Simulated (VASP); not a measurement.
Set up this calculation in VASP 6.6.1, as the native input.

```yaml
Task: single point
Functional: r2SCAN
Potentials_or_basis: VASP PAW PBE potentials, release 64 (Au, Cu)
Cutoff: 520 eV
k_mesh: 9 × 9 × 7
Occupations: fermi-dirac, width 0.05 eV
Spin: no spin polarisation
Dipole_correction: no
Further_INCAR_settings: ALGO = Normal; EDIFF = 1e-06; NBANDS = 18
```

CuAu:

```
Au Cu
1.0
     2.77484    0.00000    0.00000
     0.00000    2.77484    0.00000
     0.00000    0.00000    3.57091
Au Cu
1 1
Direct
  0.00000 0.00000 0.00000
  0.50000 0.50000 0.50000
```

The input as run:

POSCAR

```
CuAu
1.0
    2.7748378674      0.0000000000      0.0000000000
    0.0000000000      2.7748378674      0.0000000000
    0.0000000000      0.0000000000      3.5709069320
Au Cu
1 1
Direct
    0.0000000000      0.0000000000      0.0000000000
    0.5000000000      0.5000000000      0.5000000000
```

INCAR.step1

```
ALGO = Normal
EDIFF = 1E-4
ENCUT = 520
GGA = PE
ISMEAR = -1
LASPH = T
LCHARG = F
LREAL = F
LWAVE = T
NBANDS = 18
NELM = 60
PREC = Accurate
SIGMA = 0.05
```

INCAR.step2

```
ALGO = Normal
EDIFF = 1E-6
ENCUT = 520
ISIF = 2
ISMEAR = -1
ISTART = 1
LASPH = T
LCHARG = F
LMIXTAU = T
LREAL = F
LWAVE = F
METAGGA = R2SCAN
NBANDS = 18
NELM = 60
PREC = Accurate
SIGMA = 0.05
```

KPOINTS

```
k-points
0
Gamma
  9 9 7
```

Potentials or basis: VASP PAW PBE potentials, release 64 (Au, Cu).

Command:

```bash
$ cat potpaw_PBE.64/Au/POTCAR potpaw_PBE.64/Cu/POTCAR > POTCAR
$ cp INCAR.step1 INCAR
$ mpirun -np 1 vasp_std > vasp.out
$ cp INCAR.step2 INCAR
$ mpirun -np 1 vasp_std > vasp.out
```

Results of the run:

```yaml
Pressure: 10.2 GPa
Band_gap_on_the_k_mesh: zero (band 11 reaches 13.21 eV, above the bottom of band 12 at 7.25 eV)
```

Caveat: the PAW data sets were made with another functional, which shifts forces and pressure a little; spin-orbit coupling is left out, which moves the levels of the heavy elements.

Run time: 72 s on 1 thread of Intel(R) Xeon(R) 6975P-C (Granite Rapids), on a shared host, peak memory 0.16 GiB.
